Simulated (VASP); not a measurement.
# Hf2Mo (R-3m) in VASP: notebook

Runs on Hf2Mo. Level: PBE. Tasks: single point, relaxation of cell and atoms.

Everything below comes from runs of VASP 6.6.1. Logs are shortened: lines on timing, memory, paths and dates and some standing lists are left out, and cuts for length are marked.

**1. The cell of the first run**

The structure is trigonal, space group R-3m (No. 166). Conventional cell: a = 3.493 Å, b = 3.493 Å, c = 15.822 Å, α = 90.00°, β = 90.00°, γ = 120.00°. Within 3.2 Å of Hf (site symmetry 3m) lie 3 Mo at 2.41 Å. Within 3.2 Å of Mo (site symmetry -3m) lie 6 Hf at 2.41 Å.

**2. Single point, PBE**

Input file INCAR:

```
SYSTEM = Hf2Mo
  PREC = Accurate
  ENCUT = 520
  EDIFF = 1E-6
  ISMEAR = 0
  SIGMA = 0.1
  LREAL = .FALSE.
  LASPH = .TRUE.
  NELM = 100
  ALGO = Normal
  ISIF = 2
  LWAVE = .FALSE.
  LCHARG = .FALSE.
  GGA = PE
  NBANDS = 24
```

Input file KPOINTS:

```
regular mesh
0
G
  6 6 6
  0 0 0
```

Input file POSCAR:

```
Hf2Mo
1.0
    1.7462518176      1.0081989570      5.2741272029
   -1.7462518176      1.0081989570      5.2741272029
    0.0000000000     -2.0163979139      5.2741272029
Hf Mo
2 1
Direct
    0.7500000000      0.7500000000      0.7500000000
    0.2500000000      0.2500000000      0.2500000000
    0.0000000000      0.0000000000      0.0000000000
```

Potentials or basis: VASP PAW PBE potentials, release 64 (Hf_pv, Mo_sv).

Started as:

```console
$ cat potpaw_PBE.64/Hf_pv/POTCAR potpaw_PBE.64/Mo_sv/POTCAR > POTCAR
$ mpirun -np 1 vasp_std > vasp.out
```

OUTCAR:

```text
SYSTEM = Hf2Mo
   PREC = Accurate
   ENCUT = 520
   EDIFF = 1E-6
   ISMEAR = 0
   LREAL = .FALSE.
   LASPH = .TRUE.
   NELM = 100
   ISIF = 2
   GGA = PE

 ion  position               nearest neighbor table
   1  0.750  0.750  0.750-   3 2.41   3 2.41   3 2.41   2 3.32   2 3.32   2 3.32   2 3.32   2 3.32
                             2 3.32
   2  0.250  0.250  0.250-   3 2.41   3 2.41   3 2.41   1 3.32   1 3.32   1 3.32   1 3.32   1 3.32
                             1 3.32
   3  0.000  0.000  0.000-   1 2.41   2 2.41   1 2.41   1 2.41   2 2.41   2 2.41

  LATTYP: Found a trigonal (rhomboedric) cell.
 ALAT       =     5.6464394356
 COS(alpha) =     0.8087090652

  Lattice vectors:

 A1 = (   1.7462518176,   1.0081989570,   5.2741272029)
 A2 = (  -1.7462518176,   1.0081989570,   5.2741272029)
 A3 = (   0.0000000000,  -2.0163979139,   5.2741272029)

Analysis of symmetry for initial positions (statically):
=====================================================================
 Subroutine PRICEL returns:
 Original cell was already a primitive cell.

 Routine SETGRP: Setting up the symmetry group for a
 trigonal (rhombohedral) supercell.

 Subroutine GETGRP returns: Found 12 space group operations
 (whereof 12 operations were pure point group operations)
 out of a pool of 12 trial point group operations.

The static configuration has the point symmetry D_3d.

Analysis of symmetry for dynamics (positions and initial velocities):
=====================================================================
 Subroutine PRICEL returns:
 Original cell was already a primitive cell.

 Routine SETGRP: Setting up the symmetry group for a
 trigonal (rhombohedral) supercell.

 Subroutine GETGRP returns: Found 12 space group operations
 (whereof 12 operations were pure point group operations)
 out of a pool of 12 trial point group operations.

The dynamic configuration has the point symmetry D_3d.

 Subroutine INISYM returns: Found 12 space group operations
 (whereof 12 operations are pure point group operations),
 and found     1 'primitive' translations

----------------------------------------------------------------------------------------

                                     Primitive cell

  volume of cell :      55.7128

  direct lattice vectors                    reciprocal lattice vectors
     1.746251818  1.008198957  5.274127203     0.286327547  0.165311287  0.063201611
[... 82 lines left out ...]
   ISPIN  =      1    spin polarized calculation?
   LNONCOLLINEAR =      F non collinear calculations
   LSORBIT =      F    spin-orbit coupling
   LASPH  =      T    aspherical Exc in radial PAW
   ENCUT  =  520.0 eV  38.22 Ry    6.18 a.u.  10.50 10.50 10.50*2*pi/ulx,y,z
   NELM   =    100;   NELMIN=  2; NELMDL= -5     # of ELM steps
   EDIFF  = 0.1E-05   stopping-criterion for ELM
   LREAL  =      F    real-space projection
   EDIFFG = 0.1E-04   stopping-criterion for IOM
   NSW    =      0    number of steps for IOM
   IBRION =     -1    ionic relax: 0-MD 1-quasi-New 2-CG
   NFREE  =      0    steps in history (QN), initial steepest desc. (CG)
   ISIF   =      2    stress and relaxation
   ISYM   =      2    0-nonsym 1-usesym 2-fastsym
   POTIM  = 0.5000    time-step for ionic-motion
   TEBEG  =    0.0;   TEEND  =   0.0 temperature during run
   PSTRESS=    0.0 pullay stress
   NELECT =      34.0000    total number of electrons
   NUPDOWN=      -1.0000    fix difference up-down
   EMIN   =  10.00;   EMAX   =-10.00  energy-range for DOS
   EFERMI =   0.00;   METHOD = LEGACY
   ISMEAR =     0;   SIGMA  =   0.10  broadening in eV -4-tet -1-fermi 0-gaus
   EFERMI_NEDOS =   21; number of points for ismear=-14 and -15
   IALGO  =     38    algorithm
   IMIX   =      4    mixing-type and parameters
     AMIX     =   0.40;   BMIX     =  1.00
     AMIX_MAG =   1.60;   BMIX_MAG =  1.00
  volume/ion in A,a.u.               =      18.57       125.32
  Fermi-wavevector in a.u.,A,eV,Ry     =   1.388618  2.624108 26.235572  1.928260
  Thomas-Fermi vector in A             =   2.512727
   LORBIT       =      0    0 simple, 1 ext, 2 COOP (PROOUT), +10 PAW based schemes
   GGA     = PE    functional components
   LHFCALC =     F    Hartree Fock is set to
   AEXX    =    0.0000 exact exchange contribution
   IVDW    =     0    specifies the selected vdW correction
   LEPSILON=     F    determine dielectric tensor
   LRPA    =     F    only Hartree local field effects (RPA)
 non-spin polarized calculation
 Gauss-broadening in eV      SIGMA  =   0.10
  energy-cutoff  :      520.00
  volume of cell :       55.71
 maximum number of plane-waves:      1532
 NGX is ok and might be reduce to    42
   NGX = 21   NGY = 21   NGZ = 21

 number of electron      34.0000000 magnetization

 Free energy of the ion-electron system (eV)
  ---------------------------------------------------
  ext. energy  EPLUGINS =         0.00000000
  ---------------------------------------------------
  free energy    TOTEN  =       -26.68015548 eV

  energy without entropy =      -26.67233661  energy(sigma->0) =      -26.67624604

 E-fermi :   7.2031     XC(G=0): -11.9804

 val. band max:        7.1877469958   @ k =  -0.1667   0.1667   0.0000
 cond. band min:       7.2170620661   @ k =   0.5000  -0.0000  -0.0000
 fundamental gap:      0.0293150702
 Fermi energy:         7.2031155861

 k-point     1 :       0.0000    0.0000    0.0000
  band No.  band energies     occupation
      1     -52.3372      2.00000
      2     -26.9673      2.00000
      3     -26.9673      2.00000
      4     -26.7519      2.00000
      5     -23.3249      2.00000
      6     -23.0067      2.00000
[... 637 lines left out ...]
     23      11.8504      0.00000
     24      12.2913      0.00000

 [... further k-points ...]
[... 5 lines left out ...]
  --------------------------------------------------------------------------------------
  -------------------------------------------------------------------------------------
  Total       15.9628732     15.9628732     13.1705757      0.0000000      0.0000000      0.0000000
  in kB      459.0570695    459.0570695    378.7567449      0.0000000      0.0000000      0.0000000
  external PRESSURE =     432.2902946 kB  Pullay stress =       0.0000000 kB

 VOLUME and BASIS-vectors are now :
 -----------------------------------------------------------------------------
  energy-cutoff  :      520.00
  volume of cell :       55.71
      direct lattice vectors                 reciprocal lattice vectors
     1.746251818  1.008198957  5.274127203     0.286327547  0.165311287  0.063201611
    -1.746251818  1.008198957  5.274127203    -0.286327547  0.165311287  0.063201611
     0.000000000 -2.016397914  5.274127203     0.000000000 -0.330622573  0.063201611

 POSITION                                       TOTAL-FORCE (eV/Angst)
 -----------------------------------------------------------------------------------
      0.00000      0.00000     11.86679        -0.000000      0.000000      5.765604
      0.00000      0.00000      3.95560        -0.000000     -0.000000     -5.765604
      0.00000      0.00000      0.00000         0.000000      0.000000      0.000000
 -----------------------------------------------------------------------------------
    total drift:                                0.000000      0.000000     -0.000000

  FREE ENERGIE OF THE ION-ELECTRON SYSTEM (eV)
  ---------------------------------------------------
  free  energy   TOTEN  =       -26.6801554773 eV

  energy  without entropy=      -26.6723366072  energy(sigma->0) =      -26.67624604
```

Wall time 65 s (1 thread of Intel Xeon Platinum 8488C (Sapphire Rapids), shared host); peak memory 0.26 GiB.

What came out:

```yaml
Free_energy: -26.6802 eV
Pressure: 43.2 GPa
Largest_force: 5.766 eV/Å
Band_gap_on_the_k_mesh: zero (band 17 reaches 7.78 eV, above the bottom of band 18 at 7.01 eV)
```

Forces in eV/Å, atoms in the order of the input:
```
Hf   0.000  0.000  5.766
Hf   0.000  0.000 -5.766
Mo   0.000  0.000  0.000
```

Stress tensor (GPa, compression positive):
```
45.91  0.00  0.00
 0.00 45.91  0.00
 0.00  0.00 37.88
```

Caveat: spin-orbit coupling is left out, which moves the levels of the heavy elements; forces of over 1 eV/Å act on the atoms, so gaps and moduli don't describe the material at rest.

**3. Single point, PBE**

This run uses another cell than the first one, of 20.46 Å³/atom, 1.102 times its volume.

Input file INCAR:

```
SYSTEM = Hf2Mo
ALGO = Fast
EDIFF = 1E-6
ENCUT = 520
GGA = PE
ISIF = 2
ISMEAR = 0
LASPH = .TRUE.
LCHARG = .TRUE.
LELF = .TRUE.
LREAL = .FALSE.
LVHAR = .TRUE.
LWAVE = .FALSE.
NBANDS = 24
NELM = 60
PREC = Accurate
SIGMA = 0.1
```

Input file KPOINTS:

```
k-points
0
G
  6 6 6
  0 0 0
```

Input file POSCAR:

```
Hf2Mo
1.0
    1.6385096342      0.9459939784      6.6007015161
   -1.6385096342      0.9459939784      6.6007015161
    0.0000000000     -1.8919879568      6.6007015161
Hf Mo
2 1
Direct
    0.7689631299      0.7689631299      0.7689631299
    0.2310368701      0.2310368701      0.2310368701
    0.0000000000      0.0000000000      0.0000000000
```

Potentials or basis: VASP PAW PBE potentials, release 64 (Hf_pv, Mo_sv).

Started as:

```console
$ cat potpaw_PBE.64/Hf_pv/POTCAR potpaw_PBE.64/Mo_sv/POTCAR > POTCAR
$ mpirun -np 1 vasp_std > vasp.out
```

Run time: 3.2 min. Hardware: 1 thread of Intel Xeon Platinum 8488C (Sapphire Rapids), shared host; peak memory 0.36 GiB.

The run converged. Its results:

```yaml
Free_energy: -30.1992 eV
Pressure: -0.4 GPa
Largest_force: 0.041 eV/Å
Band_gap_on_the_k_mesh: zero (band 17 reaches 6.58 eV, above the bottom of band 18 at 6.25 eV)
```

Forces in eV/Å, atoms in the order of the input:
```
Hf   0.000  0.000 -0.041
Hf   0.000  0.000  0.041
Mo   0.000  0.000  0.000
```

Levels at points of the mesh, in eV from the Fermi level:
```csv
k point,band 14,band 15,band 16,band 17,band 18,band 19,band 20,band 21
"(0.00, 0.00, 0.00)",-0.84,-0.84,-0.30,-0.30,-0.01,1.33,1.33,2.41
"(0.50, 0.00, 0.00)",-1.98,-1.34,-0.81,-0.24,0.79,2.40,2.41,2.73
"(0.50, 0.50, 0.00)",-2.13,-0.72,-0.48,0.24,1.38,1.40,1.62,2.44
"(0.50, 0.50, 0.50)",-0.77,-0.77,-0.46,-0.46,0.84,1.64,1.64,1.99
```

Caveat: the k points lie up to 0.37 Å⁻¹ apart; spin-orbit coupling is left out, which moves the levels of the heavy elements.

**4. Relaxation of cell and atoms, PBE**

Input file INCAR:

```
SYSTEM = Hf2Mo
PREC = Accurate
ENCUT = 600
EDIFF = 1E-6
ISMEAR = 0
SIGMA = 0.1
LREAL = .FALSE.
LASPH = .TRUE.
NELM = 100
ALGO = Fast
ISIF = 3
LWAVE = .FALSE.
LCHARG = .FALSE.
GGA = PE
IBRION = 2
NSW = 90
EDIFFG = -0.04
```

Input file KPOINTS:

```
Automatic mesh
0
G
  6 6 6
  0 0 0
```

Input file POSCAR:

```
Hf2Mo
1.0
    1.7462518176      1.0081989570      5.2741272029
   -1.7462518176      1.0081989570      5.2741272029
    0.0000000000     -2.0163979139      5.2741272029
Hf Mo
2 1
Direct
    0.7500000000      0.7500000000      0.7500000000
    0.2500000000      0.2500000000      0.2500000000
    0.0000000000      0.0000000000      0.0000000000
```

Potentials or basis: VASP PAW PBE potentials, release 64 (Hf_pv, Mo_sv).

Started as:

```console
$ cat potpaw_PBE.64/Hf_pv/POTCAR potpaw_PBE.64/Mo_sv/POTCAR > POTCAR
$ mpirun -np 1 vasp_std > vasp.out
```

OUTCAR:

```text
SYSTEM = Hf2Mo
   PREC = Accurate
   ENCUT = 600
   EDIFF = 1E-6
   ISMEAR = 0
   LREAL = .FALSE.
   LASPH = .TRUE.
   NELM = 100
   ISIF = 3
   GGA = PE
   IBRION = 2
   NSW = 90
   EDIFFG = -0.04

 ion  position               nearest neighbor table
   1  0.750  0.750  0.750-   3 2.41   3 2.41   3 2.41   2 3.32   2 3.32   2 3.32   2 3.32   2 3.32
                             2 3.32
   2  0.250  0.250  0.250-   3 2.41   3 2.41   3 2.41   1 3.32   1 3.32   1 3.32   1 3.32   1 3.32
                             1 3.32
   3  0.000  0.000  0.000-   1 2.41   2 2.41   1 2.41   1 2.41   2 2.41   2 2.41

  LATTYP: Found a trigonal (rhomboedric) cell.
 ALAT       =     5.6464394356
 COS(alpha) =     0.8087090652

  Lattice vectors:

 A1 = (   1.7462518176,   1.0081989570,   5.2741272029)
 A2 = (  -1.7462518176,   1.0081989570,   5.2741272029)
 A3 = (   0.0000000000,  -2.0163979139,   5.2741272029)

[... 872 lines left out ...]

[... ionic steps 4 to 17 ...]

--------------------------------------- Ionic step       18  -------------------------------------------

 number of electron      33.9999998 magnetization

------------------------ aborting loop because EDIFF is reached ----------------------------------------
[... 69 lines left out ...]
--------------------------------------- Ionic step       20  -------------------------------------------

 number of electron      33.9999998 magnetization

 Free energy of the ion-electron system (eV)
  ---------------------------------------------------
  ext. energy  EPLUGINS =         0.00000000
  ---------------------------------------------------
  free energy    TOTEN  =       -30.19601541 eV

  energy without entropy =      -30.18159083  energy(sigma->0) =      -30.18880312

 E-fermi :   6.3745     XC(G=0): -11.7286

 val. band max:        6.3708929175   @ k =   0.5000   0.3333   0.3333
 cond. band min:       6.3924833871   @ k =   0.0000   0.0000   0.0000
 fundamental gap:      0.0215904696
 Fermi energy:         6.3744980378

 k-point     1 :       0.0000    0.0000    0.0000
  band No.  band energies     occupation
      1     -53.6646      2.00000
      2     -27.8458      2.00000
      3     -27.7016      2.00000
      4     -27.7016      2.00000
      5     -24.1337      2.00000
      6     -23.6695      2.00000
[... 597 lines left out ...]
  FREE ENERGIE OF THE ION-ELECTRON SYSTEM (eV)
  ---------------------------------------------------
  free  energy   TOTEN  =       -30.1960154142 eV

  energy  without entropy=      -30.1815908292  energy(sigma->0) =      -30.18880312

 reached required accuracy - stopping structural energy minimisation
```

OSZICAR:

```text
N       E                     dE             d eps       ncg     rms          rms(c)
DAV:   1     0.237213874649E+03    0.23721E+03   -0.20878E+04  1344   0.179E+03
DAV:   2    -0.189061837529E+02   -0.25612E+03   -0.24949E+03  1494   0.443E+02
DAV:   3    -0.290664743541E+02   -0.10160E+02   -0.98336E+01  1854   0.636E+01
[... 277 lines left out ...]
RMM:   3    -0.301961051057E+02    0.24888E-03   -0.94253E-04  1466   0.194E-01    0.910E-02
RMM:   4    -0.301960145283E+02    0.90577E-04   -0.38175E-04  1512   0.138E-01    0.577E-02
RMM:   5    -0.301960164865E+02   -0.19582E-05   -0.81192E-05  1688   0.518E-02    0.410E-02
RMM:   6    -0.301960153163E+02    0.11702E-05   -0.16255E-05  1545   0.244E-02    0.121E-02
RMM:   7    -0.301960154142E+02   -0.97898E-07   -0.55585E-06  1137   0.162E-02
  20 F= -.30196015E+02 E0= -.30188803E+02  d E =-.295416E-03
```

Run time: 27 min. Hardware: 1 thread of Intel Xeon Platinum 8488C (Sapphire Rapids), shared host; peak memory 0.41 GiB.

Results:

| Property | Result |
| --- | --- |
| Free energy | -30.1960 eV |
| Relaxed volume | 20.39 Å³/atom |
| Relaxed cell | a = 6.847 Å, b = 6.847 Å, c = 6.847 Å, α = 27.69°, β = 27.69°, γ = 27.69° |
| Space group after relaxing (to 0.05 Å) | R-3m (No. 166) |
| Energy gained by relaxing | 1171.8 meV/atom |
| Ionic steps | 20 |
| Pressure after relaxing | 0.0 GPa |
| Largest force after relaxing | 0.004 eV/Å |
| Band gap on the k mesh | zero (band 17 reaches 6.63 eV, above the bottom of band 18 at 6.27 eV) |

Forces on the atoms (eV/Å):
```
Hf   0.000  0.000 -0.004
Hf   0.000  0.000  0.004
Mo   0.000  0.000  0.000
```

Step by step:
```tsv
step	energy change (eV)	largest force (eV/Å)	pressure (GPa)	volume (Å³)
1	0.0000	5.7681	43.14	55.71
2	1.8002	1.0930	-21.88	106.49
3	-2.1547	0.9805	-6.89	72.26
4	-2.1979	1.2775	-4.04	70.30
5	-2.2028	1.4548	-2.42	69.30
6	-2.4395	1.3157	-1.65	67.10
7	-2.7746	1.0042	4.14	60.71
8	-2.7833	0.0606	1.62	62.59
9	-2.7961	0.2868	2.45	61.87
10	-2.9158	0.8497	2.03	61.52
11	-2.9142	3.2420	2.04	60.19
12	-2.9996	2.0584	1.70	60.93
13	-3.2131	1.9466	-0.24	61.21
14	-3.3604	1.5238	-1.99	61.40
15	-3.4460	1.0073	0.35	60.42
16	-3.4835	0.2796	4.00	59.15
17	-3.5147	0.0171	0.68	60.87
18	-3.5151	0.0510	0.25	61.11
19	-3.5151	0.0446	0.31	61.07
20	-3.5154	0.0035	0.01	61.17
```

Final structure:
```cif
data_structure
_symmetry_space_group_name_H-M 'P 1'
_symmetry_Int_Tables_number 1
_cell_length_a 6.8467
_cell_length_b 6.8467
_cell_length_c 6.8467
_cell_angle_alpha 27.686
_cell_angle_beta 27.686
_cell_angle_gamma 27.686
_cell_volume 61.17
loop_
_atom_site_label
_atom_site_type_symbol
_atom_site_fract_x
_atom_site_fract_y
_atom_site_fract_z
_atom_site_occupancy
Hf1 Hf 0.76892 0.76892 0.76892 1
Hf2 Hf 0.23108 0.23108 0.23108 1
Mo1 Mo 0.00000 0.00000 0.00000 1
```

Levels at points of the mesh, in eV from the Fermi level:
```
           k point  band 13  band 14  band 15  band 16  band 17  band 18  band 19  band 20  band 21
(0.00, 0.00, 0.00)    -3.45    -0.86    -0.86    -0.31    -0.31     0.02     1.33     1.33     2.96
(0.50, 0.00, 0.00)    -2.40    -1.98    -1.34    -0.83    -0.24     0.81     2.41     2.43     3.59
(0.50, 0.50, 0.00)    -2.97    -2.12    -0.71    -0.49     0.25     1.39     1.42     1.61     2.44
(0.50, 0.50, 0.50)    -3.53    -0.79    -0.79    -0.48    -0.48     0.86     1.64     1.64     2.03
```

Caveat: spin-orbit coupling is left out, which moves the levels of the heavy elements.

**5. Summary**

| task | cell | cutoff (eV) | gap on the mesh (eV) | pressure (GPa) | largest force (eV/Å) |
| --- | --- | --- | --- | --- | --- |
| single point | a = 5.646 Å, angles 36.0°, 3 atoms | 520 | none | 43.2 | 5.77 |
| single point | a = 6.867 Å, angles 27.6°, 3 atoms | 520 | none | -0.4 | 0.04 |
| relaxation of cell and atoms | relaxed from a = 5.646 Å, angles 36.0°, 3 atoms | 600 | none | 0.0 | - |

Alike in all rows: level PBE; potentials or basis VASP PAW PBE potentials, release 64 (Hf_pv, Mo_sv); no spin polarisation; k mesh 6 × 6 × 6; smearing gaussian 0.1 eV.

Caveats: some runs use coarse meshes; spin-orbit coupling is left out, which moves the levels of the heavy elements; forces of over 1 eV/Å act on the atoms, so gaps and moduli don't describe the material at rest (some runs).

Total energies depend on the potentials used, so only differences within one code and one set of settings carry meaning.
